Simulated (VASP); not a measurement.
Here is a VASP 6.6.1 calculation.

POSCAR

```
HfTiSn2O6
1.0
    5.4475914530      0.0000000000      0.0000000000
    2.7237957265      4.7177525878      0.0000000000
    2.7237957265      1.5725841959      4.4479397957
Hf Ti Sn O
1 1 2 6
Direct
    0.0000000000      0.0000000000      0.0000000000
    0.5000000000      0.5000000000      0.5000000000
    0.2500000000      0.2500000000      0.2500000000
    0.7500000000      0.7500000000      0.7500000000
    0.7427426796      0.2572573204      0.2572573204
    0.2572573204      0.7427426796      0.7427426796
    0.2572573204      0.7427426796      0.2572573204
    0.7427426796      0.2572573204      0.7427426796
    0.2572573204      0.2572573204      0.7427426796
    0.7427426796      0.7427426796      0.2572573204
```

The input INCAR.step1:

```
SYSTEM = HfTiSn2O6
PREC = Accurate
ENCUT = 520
ISMEAR = 0
SIGMA = 0.01
LREAL = .False.
LASPH = .True.
NELM = 60
NBANDS = 54
GGA = PE
ALGO = Normal
EDIFF = 1E-4
LWAVE = .True.
LCHARG = .False.
```

The input INCAR.step2:

```
SYSTEM = HfTiSn2O6
PREC = Accurate
ENCUT = 520
EDIFF = 1E-6
ISMEAR = 0
SIGMA = 0.01
LREAL = .False.
LASPH = .True.
NELM = 60
ALGO = Normal
ISIF = 2
LWAVE = .False.
LCHARG = .True.
METAGGA = R2SCAN
LMIXTAU = .True.
LELF = .True.
LVHAR = .True.
NBANDS = 54
ISTART = 1
```

Contents of KPOINTS:

```
Automatic mesh
0
Gamma
  4 4 4
  0 0 0
```

Potentials or basis: VASP PAW PBE potentials, release 64 (Hf_pv, Ti_sv, Sn_d, O).

The run is started by

```console
$ cat potpaw_PBE.64/Hf_pv/POTCAR potpaw_PBE.64/Ti_sv/POTCAR potpaw_PBE.64/Sn_d/POTCAR potpaw_PBE.64/O/POTCAR > POTCAR
$ cp INCAR.step1 INCAR
$ mpirun -np 1 vasp_std > vasp.out
$ cp INCAR.step2 INCAR
$ mpirun -np 1 vasp_std > vasp.out
```

Task: Estimate the pressure.

Result: 29.4 GPa.

Task: What does it give for the largest force?

Result: 0.249 eV/Å.

Task: Predict the band gap on the k mesh.

Result: 2.03 eV, direct.

Forces in eV/Å, atoms in the order of the input:
```
Hf   0.000  0.000  0.000
Ti   0.000  0.000  0.000
Sn   0.000  0.000  0.000
Sn   0.000  0.000  0.000
O    0.000 -0.203 -0.144
O    0.000  0.203  0.144
O   -0.176  0.102 -0.144
O    0.176 -0.102  0.144
O   -0.176 -0.102  0.144
O    0.176  0.102 -0.144
```

Caveat: the PAW data sets were made with another functional, which shifts forces and pressure a little; spin-orbit coupling is left out, which moves the levels of the heavy elements. r2SCAN opens gaps a little over a GGA but as a rule still falls short of measured ones.
